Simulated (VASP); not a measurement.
Pt:

```xyz
1
Lattice="-1.5842 1.5842 1.5842 1.5842 -1.5842 1.5842 1.5842 1.5842 -1.5842" Properties=species:S:1:pos:R:3 pbc="T T T"
Pt    0.0000    0.0000    0.0000
```

- Program: VASP 6.6.1
- Task: relaxation of cell and atoms
- Functional: PBEsol
- Potentials or basis: VASP PAW PBE potentials, release 64 (Pt)
- Cutoff: 600 eV
- k mesh: 19 × 19 × 19
- Occupations: fermi-dirac, width 0.1 eV
- Spin: no spin polarisation

At the start: pressure -10.9 GPa; volume 15.90 Å³/atom.

**Question.** Where does the relaxation end?

**Answer.** Over 4 steps the energy falls by 24.8 meV/atom and the volume is 15.22 Å³/atom (-4.3 %); space group Im-3m (No. 229, to 0.05 Å).

The path:
```
step  energy change (eV)  largest force (eV/Å)  pressure (GPa)  volume (Å³)
   1              0.0000                0.0000          -10.92        15.90
   2              0.1787                0.0000           44.07        13.54
   3             -0.0248                0.0000           -0.53        15.24
   4             -0.0248                0.0000           -0.10        15.22
```

Final structure:
```
Pt
1.0
    -1.56103    1.56103    1.56103
     1.56103   -1.56103    1.56103
     1.56103    1.56103   -1.56103
Pt
1
Direct
  0.00000 0.00000 0.00000
```

Caveat: the PAW data sets were made with another functional, which shifts forces and pressure a little.
